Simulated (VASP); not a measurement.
# Bi2Te3 (R-3m) in VASP: further runs, part 2 of 2

VASP 6.6.1. The steps go on from the part before.

## (3) Electric field gradients, PBE (zz strain of +2 %)

INCAR

```
SYSTEM = Bi2Te3
  PREC = Accurate
  ENCUT = 520
  EDIFF = 1E-8
  ISMEAR = -1
  SIGMA = 0.08
  LREAL = .False.
  LASPH = .True.
  NELM = 60
  ALGO = Normal
  ISIF = 2
  LWAVE = .False.
  LCHARG = .False.
  GGA = PE
  LEFG = .True.
  NBANDS = 32
```

KPOINTS

```
regular mesh
0
Gamma
  7 7 7
  0 0 0
```

POSCAR

```
Bi2Te3
1.0
    2.1930005584      1.2661294627     10.3689834000
   -2.1930005584      1.2661294627     10.3689834000
    0.0000000000     -2.5322589254     10.3689834000
Bi Te
2 3
Direct
    0.4000000000      0.4000000000      0.4000000000
    0.6000000000      0.6000000000      0.6000000000
    0.0000000000      0.0000000000      0.0000000000
    0.2095000000      0.2095000000      0.2095000000
    0.7905000000      0.7905000000      0.7905000000
```

Potentials or basis: VASP PAW PBE potentials, release 64 (Bi_d, Te).

Launch:

```bash
$ cat potpaw_PBE.64/Bi_d/POTCAR potpaw_PBE.64/Te/POTCAR > POTCAR
$ mpirun -np 1 vasp_std > vasp.out
```

OUTCAR:

```text
SYSTEM = Bi2Te3
   PREC = Accurate
   ENCUT = 520
   EDIFF = 1E-8
   ISMEAR = -1
   LREAL = .False.
   LASPH = .True.
   NELM = 60
   ISIF = 2
   GGA = PE

 ion  position               nearest neighbor table
   1  0.400  0.400  0.400-   5 3.09   5 3.09   5 3.09   3 3.27   3 3.27   3 3.27
   2  0.600  0.600  0.600-   4 3.09   4 3.09   4 3.09   3 3.27   3 3.27   3 3.27
   3  0.000  0.000  0.000-   2 3.27   1 3.27   2 3.27   2 3.27   1 3.27   1 3.27
   4  0.209  0.209  0.209-   2 3.09   2 3.09   2 3.09   5 3.68   5 3.68   5 3.68
   5  0.791  0.791  0.791-   1 3.09   1 3.09   1 3.09   4 3.68   4 3.68   4 3.68

  LATTYP: Found a trigonal (rhomboedric) cell.
 ALAT       =    10.6737131316
 COS(alpha) =     0.9155739584

  Lattice vectors:

 A1 = (   2.1930005584,   1.2661294627,  10.3689834000)
 A2 = (  -2.1930005584,   1.2661294627,  10.3689834000)
 A3 = (   0.0000000000,  -2.5322589254,  10.3689834000)

Analysis of symmetry for initial positions (statically):
=====================================================================
 Subroutine PRICEL returns:
 Original cell was already a primitive cell.

 Routine SETGRP: Setting up the symmetry group for a
 trigonal (rhombohedral) supercell.

 Subroutine GETGRP returns: Found 12 space group operations
 (whereof 12 operations were pure point group operations)
 out of a pool of 12 trial point group operations.

The static configuration has the point symmetry D_3d.

Analysis of symmetry for dynamics (positions and initial velocities):
=====================================================================
 Subroutine PRICEL returns:
 Original cell was already a primitive cell.

 Routine SETGRP: Setting up the symmetry group for a
 trigonal (rhombohedral) supercell.

 Subroutine GETGRP returns: Found 12 space group operations
 (whereof 12 operations were pure point group operations)
 out of a pool of 12 trial point group operations.

The dynamic configuration has the point symmetry D_3d.

 Subroutine INISYM returns: Found 12 space group operations
 (whereof 12 operations are pure point group operations),
 and found     1 'primitive' translations

----------------------------------------------------------------------------------------

                                     Primitive cell

  volume of cell :     172.7445

  direct lattice vectors                    reciprocal lattice vectors
     2.193000558  1.266129463 10.368983400     0.227998118  0.131634775  0.032147157
    -2.193000558  1.266129463 10.368983400    -0.227998118  0.131634775  0.032147157
     0.000000000 -2.532258925 10.368983400     0.000000000 -0.263269550  0.032147157

  length of vectors
    10.673713132 10.673713132 10.673713132     0.265224990  0.265224990  0.265224990

  position of ions in fractional coordinates (direct lattice)
     0.400000000  0.400000000  0.400000000
     0.600000000  0.600000000  0.600000000
     0.000000000  0.000000000  0.000000000
     0.209500000  0.209500000  0.209500000
[... 93 lines left out ...]
   NUPDOWN=      -1.0000    fix difference up-down
   EMIN   =  10.00;   EMAX   =-10.00  energy-range for DOS
   EFERMI =   0.00;   METHOD = LEGACY
   ISMEAR =    -1;   SIGMA  =   0.08  broadening in eV -4-tet -1-fermi 0-gaus
   EFERMI_NEDOS =   21; number of points for ismear=-14 and -15
   IALGO  =     38    algorithm
   IMIX   =      4    mixing-type and parameters
     AMIX     =   0.40;   BMIX     =  1.00
     AMIX_MAG =   1.60;   BMIX_MAG =  1.00
  volume/ion in A,a.u.               =      34.55       233.15
  Fermi-wavevector in a.u.,A,eV,Ry     =   1.068285  2.018766 15.527417  1.141233
  Thomas-Fermi vector in A             =   2.203928
   LORBIT       =      0    0 simple, 1 ext, 2 COOP (PROOUT), +10 PAW based schemes
   GGA     = PE    functional components
   LHFCALC =     F    Hartree Fock is set to
   AEXX    =    0.0000 exact exchange contribution
   IVDW    =     0    specifies the selected vdW correction
   LEPSILON=     F    determine dielectric tensor
   LRPA    =     F    only Hartree local field effects (RPA)
 non-spin polarized calculation
  energy-cutoff  :      520.00
  volume of cell :      172.74
 maximum number of plane-waves:      4665
   NGX = 39   NGY = 39   NGZ = 39

 number of electron      47.9999994 magnetization

 Free energy of the ion-electron system (eV)
  ---------------------------------------------------
  ext. energy  EPLUGINS =         0.00000000
  ---------------------------------------------------
  free energy    TOTEN  =       -18.35695573 eV

  energy without entropy =      -18.35572925  energy(sigma->0) =      -18.35634249

 E-fermi :   6.1631     XC(G=0):  -9.2424

 val. band max:        5.9930289176   @ k =   0.0000   0.0000   0.0000
 cond. band min:       6.3444856648   @ k =   0.0000   0.0000   0.0000
 fundamental gap:      0.3514567472
 Fermi energy:         6.1631300679

 k-point     1 :       0.0000    0.0000    0.0000
  band No.  band energies     occupation
      1     -17.2289      2.00000
      2     -17.2289      2.00000
      3     -17.2278      2.00000
      4     -17.2278      2.00000
      5     -17.2212      2.00000
      6     -17.2199      2.00000
[... 829 lines left out ...]
     31      10.4910      0.00000
     32      10.5418      0.00000

 [... further k-points ...]
[... 5 lines left out ...]
  --------------------------------------------------------------------------------------
  -------------------------------------------------------------------------------------
  Total        1.1752137      1.1752137      0.1978696      0.0000000      0.0000000      0.0000000
  in kB       10.8999153     10.8999153      1.8352085      0.0000000      0.0000000      0.0000000
  external PRESSURE =       7.8783463 kB  Pullay stress =       0.0000000 kB

 VOLUME and BASIS-vectors are now :
 -----------------------------------------------------------------------------
  energy-cutoff  :      520.00
  volume of cell :      172.74
      direct lattice vectors                 reciprocal lattice vectors
     2.193000558  1.266129463 10.368983400     0.227998118  0.131634775  0.032147157
    -2.193000558  1.266129463 10.368983400    -0.227998118  0.131634775  0.032147157
     0.000000000 -2.532258925 10.368983400     0.000000000 -0.263269550  0.032147157

 POSITION                                       TOTAL-FORCE (eV/Angst)
 -----------------------------------------------------------------------------------
      0.00000      0.00000     12.44278         0.000000      0.000000      0.079044
      0.00000      0.00000     18.66417         0.000000      0.000000     -0.079044
      0.00000      0.00000      0.00000         0.000000      0.000000     -0.000000
      0.00000      0.00000      6.51691         0.000000      0.000000      0.201230
      0.00000      0.00000     24.59004         0.000000     -0.000000     -0.201230
 -----------------------------------------------------------------------------------
    total drift:                               -0.000000     -0.000000     -0.000000

  FREE ENERGIE OF THE ION-ELECTRON SYSTEM (eV)
  ---------------------------------------------------
  free  energy   TOTEN  =       -18.3569557281 eV

  energy  without entropy=      -18.3557292530  energy(sigma->0) =      -18.35634249

 Electric field gradients (V/A^2)
---------------------------------------------------------------------
 ion       V_xx      V_yy      V_zz      V_xy      V_xz      V_yz
---------------------------------------------------------------------
   1     -18.396   -18.396    36.792     0.000     0.000     0.000
   2     -18.396   -18.396    36.792     0.000    -0.000     0.000
   3     -55.899   -55.899   111.798    -0.000    -0.000     0.000
   4     -11.475   -11.475    22.950    -0.000    -0.000     0.000
   5     -11.475   -11.475    22.950    -0.000    -0.000     0.000
---------------------------------------------------------------------

 Electric field gradients after diagonalization (V/A^2)
 (convention: |V_zz| > |V_xx| > |V_yy|)
----------------------------------------------------------------------
 ion       V_xx      V_yy      V_zz     asymmetry (V_yy - V_xx)/ V_zz
----------------------------------------------------------------------
   1     -18.396   -18.396    36.792       0.000
   2     -18.396   -18.396    36.792       0.000
   3     -55.899   -55.899   111.798       0.000
   4     -11.475   -11.475    22.950       0.000
   5     -11.475   -11.475    22.950       0.000
----------------------------------------------------------------------

           NMR quadrupolar parameters

 Cq : quadrupolar parameter    Cq=e*Q*V_zz/h
 eta: asymmetry parameters     (V_yy - V_xx)/ V_zz
 Q  : nuclear electric quadrupole moment in mb (millibarn)
----------------------------------------------------------------------
 ion       Cq(MHz)       eta       Q (mb)
----------------------------------------------------------------------
   1       0.089       0.000       1.000
   2       0.089       0.000       1.000
   3       0.270       0.000       1.000
   4       0.055       0.000       1.000
   5       0.055       0.000       1.000
----------------------------------------------------------------------
```

Run time: 16 min. Hardware: 1 thread of Intel Xeon Platinum 8375C at 2.90GHz (Ice Lake), shared host; peak memory 1 GiB.

Results:

- Free energy: -18.3570 eV
- Pressure: 0.8 GPa
- Largest force: 0.201 eV/Å
- Band gap on the k mesh: 0.35 eV, direct

Forces in eV/Å, atoms in the order of the input:
```
Bi   0.000  0.000  0.079
Bi   0.000  0.000 -0.079
Te   0.000  0.000  0.000
Te   0.000  0.000  0.201
Te   0.000  0.000 -0.201
```

Stress tensor (GPa, compression positive):
```
1.09 0.00 0.00
0.00 1.09 0.00
0.00 0.00 0.18
```

Levels at points of the mesh, in eV from the valence-band top:
| k point | band 21 | band 22 | band 23 | band 24 | band 25 | band 26 | band 27 | band 28 |
| --- | --- | --- | --- | --- | --- | --- | --- | --- |
| (0.00, 0.00, 0.00) | -1.61 | -0.80 | -0.80 | 0.00 | 0.35 | 0.71 | 0.71 | 2.00 |

Electric field gradients, principal values (V/Å²):
```tsv
atom	least	middle	greatest (by size)
1 Bi	-18.396	-18.396	36.792
2 Bi	-18.396	-18.396	36.792
3 Te	-55.899	-55.899	111.798
4 Te	-11.475	-11.475	22.950
5 Te	-11.475	-11.475	22.950
```

Caveat: the cell differs from its parent crystal (zz strain of +2 %); without QUAD_EFG the Cq values of the log hold for a quadrupole moment of 1 mb, not for the nuclei; spin-orbit coupling is left out, which moves the levels of the heavy elements.
